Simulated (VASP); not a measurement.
# MnS (Fm-3m) in VASP: further runs

Runs on MnS. Level: PBE. Tasks: single point.

Everything below comes from runs of VASP 6.6.1. Logs are shortened: lines on timing, memory, paths and dates and some standing lists are left out, and cuts for length are marked.

## (1) The cell of the first run

The structure is cubic, space group Fm-3m (No. 225). Conventional cell: a = 4.629 Å, b = 4.629 Å, c = 4.629 Å, α = 90.00°, β = 90.00°, γ = 90.00°. Within 3.1 Å of Mn (site symmetry m-3m) lie 6 S at 2.31 Å. S (site symmetry m-3m) has 6 Mn at 2.31 Å within 3.1 Å.

## (2) Single point, PBE (volume scaled by 0.960)

INCAR

```
PREC     = Accurate       # precision mode
ENCUT    = 520            # plane-wave cutoff, eV
EDIFF    = 1E-6           # SCF threshold, eV
ISMEAR   = 0              # smearing method
SIGMA    = 0.05           # smearing width, eV
LREAL    = False          # projectors in reciprocal space
LASPH    = True           # aspherical terms in the spheres
NELM     = 80             # most SCF steps
ALGO     = Normal         # electronic algorithm
ISIF     = 2              # what is computed and relaxed
LWAVE    = False          # write WAVECAR
LCHARG   = False          # write CHGCAR
GGA      = PE             # functional
NBANDS   = 16             # bands
```

KPOINTS

```
Automatic mesh
0
Gamma
  12 12 12
```

POSCAR

```
MnS
1.0
    0.0000000000      2.3142862809      2.3142862809
    2.3142862809      0.0000000000      2.3142862809
    2.3142862809      2.3142862809      0.0000000000
Mn S
1 1
Direct
    0.0000000000      0.0000000000      0.0000000000
    0.5000000000      0.5000000000      0.5000000000
```

Potentials or basis: VASP PAW PBE potentials, release 64 (Mn_pv, S).

Started as:

```
$ cat potpaw_PBE.64/Mn_pv/POTCAR potpaw_PBE.64/S/POTCAR > POTCAR
$ mpirun -np 1 vasp_std > vasp.out
```

OUTCAR:

```text
PREC = Accurate
   ENCUT = 520
   EDIFF = 1E-6
   ISMEAR = 0
   LREAL = False
   LASPH = True
   NELM = 80
   ISIF = 2
   GGA = PE

 ion  position               nearest neighbor table
   1  0.000  0.000  0.000-   2 2.31   2 2.31   2 2.31   2 2.31   2 2.31   2 2.31
   2  0.500  0.500  0.500-   1 2.31   1 2.31   1 2.31   1 2.31   1 2.31   1 2.31

  LATTYP: Found a face centered cubic cell.
 ALAT       =     4.6285725618

  Lattice vectors:

 A1 = (   0.0000000000,   2.3142862809,   2.3142862809)
 A2 = (   2.3142862809,   0.0000000000,   2.3142862809)
 A3 = (   2.3142862809,   2.3142862809,   0.0000000000)

Analysis of symmetry for initial positions (statically):
=====================================================================
 Subroutine PRICEL returns:
 Original cell was already a primitive cell.

 Routine SETGRP: Setting up the symmetry group for a
 face centered cubic supercell.

 Subroutine GETGRP returns: Found 48 space group operations
 (whereof 48 operations were pure point group operations)
 out of a pool of 48 trial point group operations.

The static configuration has the point symmetry O_h .

Analysis of symmetry for dynamics (positions and initial velocities):
=====================================================================
 Subroutine PRICEL returns:
 Original cell was already a primitive cell.

 Routine SETGRP: Setting up the symmetry group for a
 face centered cubic supercell.

 Subroutine GETGRP returns: Found 48 space group operations
 (whereof 48 operations were pure point group operations)
 out of a pool of 48 trial point group operations.

The dynamic configuration has the point symmetry O_h .

 Subroutine INISYM returns: Found 48 space group operations
 (whereof 48 operations are pure point group operations),
 and found     1 'primitive' translations

----------------------------------------------------------------------------------------

                                     Primitive cell

  volume of cell :      24.7903

  direct lattice vectors                    reciprocal lattice vectors
     0.000000000  2.314286281  2.314286281    -0.216049330  0.216049330  0.216049330
     2.314286281  0.000000000  2.314286281     0.216049330 -0.216049330  0.216049330
     2.314286281  2.314286281  0.000000000     0.216049330  0.216049330 -0.216049330

  length of vectors
     3.272895046  3.272895046  3.272895046     0.374208416  0.374208416  0.374208416

  position of ions in fractional coordinates (direct lattice)
     0.000000000  0.000000000  0.000000000
     0.500000000  0.500000000  0.500000000

  ion indices of the primitive-cell ions
   primitive index   ion index
                 1           1
                 2           2

----------------------------------------------------------------------------------------

 KPOINTS: Automatic mesh

Automatic generation of k-mesh.
 Grid dimensions read from file:
 generate k-points for:   12   12   12

 Generating k-lattice:

  Cartesian coordinates                     Fractional coordinates (reciprocal lattice)
    -0.018004111  0.018004111  0.018004111     0.083333333  0.000000000  0.000000000
     0.018004111 -0.018004111  0.018004111     0.000000000  0.083333333  0.000000000
     0.018004111  0.018004111 -0.018004111     0.000000000  0.000000000  0.083333333

  Length of vectors
     0.031184035  0.031184035  0.031184035

  Shift w.r.t. Gamma in fractional coordinates (k-lattice)
     0.000000000  0.000000000  0.000000000

 Subroutine IBZKPT returns following result:
 ===========================================

 Found     72 irreducible k-points:

 Following reciprocal coordinates:
            Coordinates               Weight
  0.000000  0.000000  0.000000      1.000000
  0.083333  0.000000  0.000000      8.000000
  0.166667  0.000000  0.000000      8.000000
  0.250000  0.000000  0.000000      8.000000
  0.333333  0.000000  0.000000      8.000000
  0.416667  0.000000  0.000000      8.000000
[... 16 lines left out ...]
  0.500000  0.166667  0.000000     24.000000
 -0.416667  0.166667  0.000000     24.000000
 [... further k-points ...]
   k-points           NKPTS =     72   k-points in BZ     NKDIM =     72   number of bands    NBANDS=     16
   number of dos      NEDOS =    301   number of ions     NIONS =      2
   total plane-waves  NPLWV =  13824
   dimension x,y,z NGX =    24 NGY =   24 NGZ =   24
   dimension x,y,z NGXF=    48 NGYF=   48 NGZF=   48
   ions per type =               1   1
   NGX,Y,Z   is equivalent  to a cutoff of  12.19, 12.19, 12.19 a.u.
   NGXF,Y,Z  is equivalent  to a cutoff of  24.38, 24.38, 24.38 a.u.
 SYSTEM =  unknown system
   PREC   = accura    normal or accurate (medium, high low for compatibility)
   ISTART =      0    job   : 0-new  1-cont  2-samecut
   ICHARG =      2    charge: 1-file 2-atom 10-const
   ISPIN  =      1    spin polarized calculation?
   LNONCOLLINEAR =      F non collinear calculations
   LSORBIT =      F    spin-orbit coupling
   LASPH  =      T    aspherical Exc in radial PAW
   ENCUT  =  520.0 eV  38.22 Ry    6.18 a.u.   6.09  6.09  6.09*2*pi/ulx,y,z
   NELM   =     80;   NELMIN=  2; NELMDL= -5     # of ELM steps
   EDIFF  = 0.1E-05   stopping-criterion for ELM
   LREAL  =      F    real-space projection
   EDIFFG = 0.1E-04   stopping-criterion for IOM
   NSW    =      0    number of steps for IOM
   IBRION =     -1    ionic relax: 0-MD 1-quasi-New 2-CG
   NFREE  =      0    steps in history (QN), initial steepest desc. (CG)
   ISIF   =      2    stress and relaxation
   ISYM   =      2    0-nonsym 1-usesym 2-fastsym
   POTIM  = 0.5000    time-step for ionic-motion
   TEBEG  =    0.0;   TEEND  =   0.0 temperature during run
   PSTRESS=    0.0 pullay stress
   NELECT =      19.0000    total number of electrons
   NUPDOWN=      -1.0000    fix difference up-down
   EMIN   =  10.00;   EMAX   =-10.00  energy-range for DOS
   EFERMI =   0.00;   METHOD = LEGACY
   ISMEAR =     0;   SIGMA  =   0.05  broadening in eV -4-tet -1-fermi 0-gaus
   EFERMI_NEDOS =   21; number of points for ismear=-14 and -15
   IALGO  =     38    algorithm
   IMIX   =      4    mixing-type and parameters
     AMIX     =   0.40;   BMIX     =  1.00
     AMIX_MAG =   1.60;   BMIX_MAG =  1.00
  volume/ion in A,a.u.               =      12.40        83.65
[... 31 lines left out ...]
 Fermi energy:        10.6057301494

 k-point     1 :       0.0000    0.0000    0.0000
  band No.  band energies     occupation
      1     -37.3685      2.00000
      2     -37.3685      2.00000
      3     -37.3685      2.00000
      4      -6.2244      2.00000
      5       8.7862      2.00000
      6       8.7862      2.00000
[... 8 lines left out ...]
     15      21.2150      0.00000
     16      21.2150      0.00000

 k-point     2 :       0.0833    0.0000    0.0000
  band No.  band energies     occupation
      1     -37.3721      2.00000
      2     -37.3690      2.00000
      3     -37.3690      2.00000
      4      -6.1115      2.00000
      5       7.7325      2.00000
      6       7.8971      2.00000
[... 8 lines left out ...]
     15      21.1707      0.00000
     16      21.1707      0.00000

 k-point     3 :       0.1667    0.0000    0.0000
  band No.  band energies     occupation
      1     -37.3818      2.00000
      2     -37.3702      2.00000
      3     -37.3702      2.00000
      4      -5.7823      2.00000
      5       6.2852      2.00000
      6       7.0358      2.00000
[... 8 lines left out ...]
     15      20.8127      0.00000
     16      20.8127      0.00000

 k-point     4 :       0.2500    0.0000    0.0000
  band No.  band energies     occupation
      1     -37.3949      2.00000
      2     -37.3720      2.00000
      3     -37.3720      2.00000
      4      -5.2701      2.00000
      5       4.7355      2.00000
      6       6.3370      2.00000
[... 8 lines left out ...]
     15      19.8188      0.00000
     16      20.9398      0.00000

 k-point     5 :       0.3333    0.0000    0.0000
  band No.  band energies     occupation
      1     -37.4081      2.00000
      2     -37.3736      2.00000
      3     -37.3736      2.00000
      4      -4.6480      2.00000
      5       3.3069      2.00000
      6       5.8237      2.00000
[... 8 lines left out ...]
     15      18.6045      0.00000
     16      22.7482      0.00000

 k-point     6 :       0.4167    0.0000    0.0000
  band No.  band energies     occupation
      1     -37.4177      2.00000
      2     -37.3749      2.00000
      3     -37.3749      2.00000
      4      -4.0716      2.00000
      5       2.2270      2.00000
      6       5.5102      2.00000
[... 8 lines left out ...]
     15      17.5985      0.00000
     16      24.4715      0.00000

 k-point     7 :       0.5000    0.0000    0.0000
  band No.  band energies     occupation
      1     -37.4211      2.00000
      2     -37.3753      2.00000
      3     -37.3753      2.00000
      4      -3.8169      2.00000
      5       1.8018      2.00000
      6       5.4049      2.00000
[... 8 lines left out ...]
     15      17.1692      0.00000
     16      24.7973      0.00000

 k-point     8 :       0.0833    0.0833    0.0000
  band No.  band energies     occupation
      1     -37.3719      2.00000
      2     -37.3699      2.00000
      3     -37.3699      2.00000
      4      -6.0750      2.00000
      5       7.2592      2.00000
      6       8.0249      2.00000
[... 8 lines left out ...]
     15      21.0717      0.00000
     16      21.0717      0.00000

 k-point     9 :       0.1667    0.0833    0.0000
  band No.  band energies     occupation
      1     -37.3791      2.00000
      2     -37.3714      2.00000
      3     -37.3707      2.00000
      4      -5.8214      2.00000
      5       6.3023      2.00000
      6       7.2429      2.00000
[... 8 lines left out ...]
     15      20.8832      0.00000
     16      20.8883      0.00000
[... 172 lines left out ...]
 k-point    19 :       0.1667    0.1667    0.0000
  band No.  band energies     occupation
      1     -37.3809      2.00000
      2     -37.3734      2.00000
      3     -37.3734      2.00000
      4      -5.6539      2.00000
      5       5.6696      2.00000
      6       7.3889      2.00000
[... 8 lines left out ...]
     15      20.1870      0.00000
     16      20.9732      0.00000

 k-point    20 :       0.2500    0.1667    0.0000
  band No.  band energies     occupation
      1     -37.3893      2.00000
      2     -37.3756      2.00000
      3     -37.3751      2.00000
      4      -5.2977      2.00000
      5       4.8843      2.00000
      6       6.7028      2.00000
[... 8 lines left out ...]
     15      19.6526      0.00000
     16      20.9309      0.00000

 k-point    21 :       0.3333    0.1667    0.0000
  band No.  band energies     occupation
      1     -37.4000      2.00000
      2     -37.3774      2.00000
      3     -37.3773      2.00000
      4      -4.7988      2.00000
      5       4.0016      2.00000
      6       5.8449      2.00000
[... 8 lines left out ...]
     15      20.1143      0.00000
     16      20.5855      0.00000

 k-point    22 :       0.4167    0.1667    0.0000
  band No.  band energies     occupation
      1     -37.4096      2.00000
      2     -37.3800      2.00000
      3     -37.3785      2.00000
      4      -4.2506      2.00000
      5       3.0905      2.00000
      6       5.2525      2.00000
[... 8 lines left out ...]
     15      19.9883      0.00000
     16      20.7455      0.00000

 k-point    23 :       0.5000    0.1667    0.0000
  band No.  band energies     occupation
      1     -37.4154      2.00000
      2     -37.3827      2.00000
      3     -37.3784      2.00000
      4      -3.8250      2.00000
      5       2.4178      2.00000
      6       4.9578      2.00000
[... 8 lines left out ...]
     15      19.3399      0.00000
     16      21.5178      0.00000

 k-point    24 :      -0.4167    0.1667    0.0000
  band No.  band energies     occupation
      1     -37.4160      2.00000
      2     -37.3844      2.00000
      3     -37.3773      2.00000
      4      -3.7435      2.00000
      5       2.2941      2.00000
      6       4.9134      2.00000
[... 8 lines left out ...]
     15      18.7999      0.00000
     16      22.0708      0.00000

 [... further k-points ...]
[... 5 lines left out ...]
  --------------------------------------------------------------------------------------
  -------------------------------------------------------------------------------------
  Total        1.0994316      1.0994316      1.0994316      0.0000000      0.0000000     -0.0000000
  in kB       71.0554762     71.0554762     71.0554762      0.0000000      0.0000000     -0.0000000
  external PRESSURE =      71.0554762 kB  Pullay stress =       0.0000000 kB

 VOLUME and BASIS-vectors are now :
 -----------------------------------------------------------------------------
  energy-cutoff  :      520.00
  volume of cell :       24.79
      direct lattice vectors                 reciprocal lattice vectors
     0.000000000  2.314286281  2.314286281    -0.216049330  0.216049330  0.216049330
     2.314286281  0.000000000  2.314286281     0.216049330 -0.216049330  0.216049330
     2.314286281  2.314286281  0.000000000     0.216049330  0.216049330 -0.216049330

 POSITION                                       TOTAL-FORCE (eV/Angst)
 -----------------------------------------------------------------------------------
      0.00000      0.00000      0.00000        -0.000000     -0.000000     -0.000000
      2.31429      2.31429      2.31429         0.000000      0.000000      0.000000
 -----------------------------------------------------------------------------------
    total drift:                                0.000000     -0.000000     -0.000000

  FREE ENERGIE OF THE ION-ELECTRON SYSTEM (eV)
  ---------------------------------------------------
  free  energy   TOTEN  =       -12.8005982302 eV

  energy  without entropy=      -12.7881805144  energy(sigma->0) =      -12.79438937
```

It took 22 s on 1 thread of Intel Xeon Platinum 8259CL at 2.50GHz (Skylake/Cascade Lake), shared host; peak memory 0.15 GiB.

What came out:

```
Free energy : -12.8006 eV
Pressure    : 7.1 GPa
```

Caveat: the cell differs from its parent crystal (volume scaled by 0.960); the run has no spin polarisation, though such a crystal can be magnetic; semilocal functionals often make such compounds metallic where correlation or magnetic order opens a gap, which also shifts bond lengths.

## (3) Single point, PBE

This run uses another cell than the first one, of 12.88 Å³/atom, 1.039 times its volume.

INCAR

```
PREC = Accurate ; ENCUT = 520
EDIFF = 1E-6 ; ISMEAR = 0
SIGMA = 0.05 ; LREAL = F
LASPH = T ; NELM = 60
ALGO = Normal ; ISIF = 2
LWAVE = F ; LCHARG = F
GGA = PE ; NBANDS = 16
```

KPOINTS is that of step 2.

POSCAR

```
MnS
1.0
    0.0000000000      2.3440500000      2.3440500000
    2.3440500000      0.0000000000      2.3440500000
    2.3440500000      2.3440500000      0.0000000000
Mn S
1 1
Direct
    0.0000000000      0.0000000000      0.0000000000
    0.5000000000      0.5000000000      0.5000000000
```

Potentials or basis: VASP PAW PBE potentials, release 64 (Mn_pv, S).

Started as:

```
$ cat potpaw_PBE.64/Mn_pv/POTCAR potpaw_PBE.64/S/POTCAR > POTCAR
$ mpirun -np 1 vasp_std > vasp.out
```

Run time: 56 s. Hardware: 1 thread of Intel Xeon Platinum 8259CL at 2.50GHz (Skylake/Cascade Lake), shared host; peak memory 0.17 GiB.

It converged, with:

```
Free energy : -12.8232 eV
Pressure    : 0.6 GPa
```

Levels at points of the mesh, in eV from the Fermi level:
| k point | band 6 | band 7 | band 8 | band 9 | band 10 | band 11 | band 12 | band 13 |
| --- | --- | --- | --- | --- | --- | --- | --- | --- |
| (0.00, 0.00, 0.00) | -1.76 | -1.76 | -1.69 | -1.69 | -1.69 | -1.52 | -1.52 | 5.51 |
| (0.50, 0.00, 0.00) | -5.01 | -5.01 | -0.33 | -0.33 | 0.15 | 3.37 | 3.37 | 3.69 |
| (0.50, 0.50, 0.00) | -3.96 | -3.96 | -3.11 | -0.93 | 0.00 | 0.00 | 0.68 | 3.02 |

Caveat: the run has no spin polarisation, though such a crystal can be magnetic; semilocal functionals often make such compounds metallic where correlation or magnetic order opens a gap, which also shifts bond lengths. Spin polarisation is off, so any magnetic state and its effect on volume and gap are missing.

## (4) Single point, PBE

This run uses another cell than the first one, of 12.91 Å³/atom, 1.042 times its volume.

INCAR

```
PREC = Accurate
ENCUT = 520
EDIFF = 1E-6
ISMEAR = 0
SIGMA = 0.05
LREAL = F
LASPH = T
NELM = 60
ALGO = Normal
ISIF = 2
LWAVE = F
LCHARG = F
GGA = PE
NBANDS = 16
```

KPOINTS

```
regular mesh
0
Gamma
  12 12 12
```

POSCAR

```
MnS
1.0
    0.0000000000      2.3459927727      2.3459927727
    2.3459927727      0.0000000000      2.3459927727
    2.3459927727      2.3459927727      0.0000000000
Mn S
1 1
Direct
    0.0000000000      0.0000000000      0.0000000000
    0.5000000000      0.5000000000      0.5000000000
```

Started as:

```
$ cat potpaw_PBE.64/Mn_pv/POTCAR potpaw_PBE.64/S/POTCAR > POTCAR
$ mpirun -np 1 vasp_std > vasp.out
```

Wall time 43 s (1 thread of Intel Xeon Platinum 8259CL at 2.50GHz (Skylake/Cascade Lake), shared host); peak memory 0.17 GiB.

Results (log left out):

* Free energy: -12.8233 eV
* Pressure: 0.2 GPa

Levels at points of the mesh, in eV from the Fermi level:
| k point | band 7 | band 8 | band 9 | band 10 | band 11 | band 12 |
| --- | --- | --- | --- | --- | --- | --- |
| (0.00, 0.00, 0.00) | -1.76 | -1.68 | -1.68 | -1.68 | -1.51 | -1.51 |
| (0.50, 0.00, 0.00) | -5.00 | -0.33 | -0.33 | 0.15 | 3.35 | 3.35 |
| (0.50, 0.50, 0.00) | -3.96 | -3.09 | -0.92 | 0.00 | 0.00 | 0.67 |

Caveat: the run has no spin polarisation, though such a crystal can be magnetic; semilocal functionals often make such compounds metallic where correlation or magnetic order opens a gap, which also shifts bond lengths. Spin polarisation is off, so any magnetic state and its effect on volume and gap are missing.

## (5) Single point, PBE (volume scaled by 0.980)

INCAR

```
SYSTEM = MnS
PREC = Accurate ; ENCUT = 520
EDIFF = 1E-7 ; ISMEAR = 0
SIGMA = 0.05 ; LREAL = .False.
LASPH = .True. ; NELM = 100
ALGO = Normal ; ISIF = 2
LWAVE = .False. ; LCHARG = .False.
GGA = PE ; NBANDS = 16
```

KPOINTS

```
regular mesh
0
Gamma
  12 12 12
  0 0 0
```

POSCAR

```
MnS
1.0
    0.0000000000      2.3302473803      2.3302473803
    2.3302473803      0.0000000000      2.3302473803
    2.3302473803      2.3302473803      0.0000000000
Mn S
1 1
Direct
    0.0000000000      0.0000000000      0.0000000000
    0.5000000000      0.5000000000      0.5000000000
```

Started as:

```
$ cat potpaw_PBE.64/Mn_pv/POTCAR potpaw_PBE.64/S/POTCAR > POTCAR
$ mpirun -np 1 vasp_std > vasp.out
```

It took 45 s on 1 thread of Intel Xeon Platinum 8259CL at 2.50GHz (Skylake/Cascade Lake), shared host; peak memory 0.17 GiB.

It converged, with:

- Free energy: -12.8176 eV
- Pressure: 3.4 GPa

Levels at points of the mesh, in eV from the Fermi level:
```csv
k point,band 5,band 6,band 7,band 8,band 9,band 10,band 11,band 12,band 13,band 14
"(0.00, 0.00, 0.00)",-1.76,-1.76,-1.76,-1.75,-1.75,-1.75,-1.57,-1.57,5.72,10.53
"(0.50, 0.00, 0.00)",-8.65,-5.10,-5.10,-0.34,-0.34,0.16,3.46,3.46,3.70,6.54
"(0.50, 0.50, 0.00)",-7.41,-4.01,-4.01,-3.21,-0.96,0.00,0.00,0.70,3.10,7.53
```

Caveat: the cell differs from its parent crystal (volume scaled by 0.980); the run has no spin polarisation, though such a crystal can be magnetic; semilocal functionals often make such compounds metallic where correlation or magnetic order opens a gap, which also shifts bond lengths.

## (6) Summary

| cell | gap on the mesh (eV) | pressure (GPa) |
| --- | --- | --- |
| a = 3.273 Å, angles 60.0°, 2 atoms | none | 7.1 |
| a = 3.315 Å, angles 60.0°, 2 atoms | none | 0.6 |
| a = 3.318 Å, angles 60.0°, 2 atoms | none | 0.2 |
| a = 3.295 Å, angles 60.0°, 2 atoms | none | 3.4 |

Alike in all rows: task single point; level PBE; potentials or basis VASP PAW PBE potentials, release 64 (Mn_pv, S); no spin polarisation; k mesh 12 × 12 × 12; cutoff (eV) 520; smearing gaussian 0.05 eV.

Caveats: the run has no spin polarisation, though such a crystal can be magnetic; semilocal functionals often make such compounds metallic where correlation or magnetic order opens a gap, which also shifts bond lengths.

Absolute energies hang on the potentials; compare differences alone.
